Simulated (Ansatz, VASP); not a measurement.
# MgO: VASP beside Ansatz

```
CELL_PARAMETERS angstrom
3.31206 0.00000 0.00000
-1.65603 2.86833 0.00000
0.00000 0.00000 3.96914
ATOMIC_POSITIONS crystal
Mg 0.66667 0.33333 0.75000
Mg 0.33333 0.66667 0.25000
O 0.66667 0.33333 0.25000
O 0.33333 0.66667 0.75000
```

Change from the starting cell: strain -0.050 along x and y, -0.050 along z, atoms carried along.

Alike in both runs: task single point; functional PBEsol; k mesh 9 × 9 × 6; occupations gaussian, width 0.05 eV; no spin polarisation.

```csv
,VASP,Ansatz
version,VASP 6.6.1,Ansatz 0.2.0
potentials or method,"VASP PAW PBE potentials, release 64 (Mg, O), cutoff 520 eV","scalar-relativistic, plane waves, PAW"
valence electrons in the cell,16,32
```

Ansatz gave:

```
gap on the k mesh at the Fermi level (eV)                     : 4.11
least direct gap on the mesh (eV)                             : 4.11
pressure (GPa)                                                : 29.4
traceless stress, the component that is largest in VASP (GPa) : 1.87
```

Question: Which values does VASP return?

Answer: gap on the k mesh at the Fermi level (eV): 4.11; least direct gap on the mesh (eV): 4.11; pressure (GPa): 29.5; traceless stress, the component that is largest in VASP (GPa): 1.77.

VASP's potentials were made for PBE, not for PBEsol. Both programs put the cell under a high pressure, so it lies far from rest at this level. VASP's potentials hold 16 valence electrons a cell and Ansatz's 32, so a difference there can come from the potentials and not from the codes.
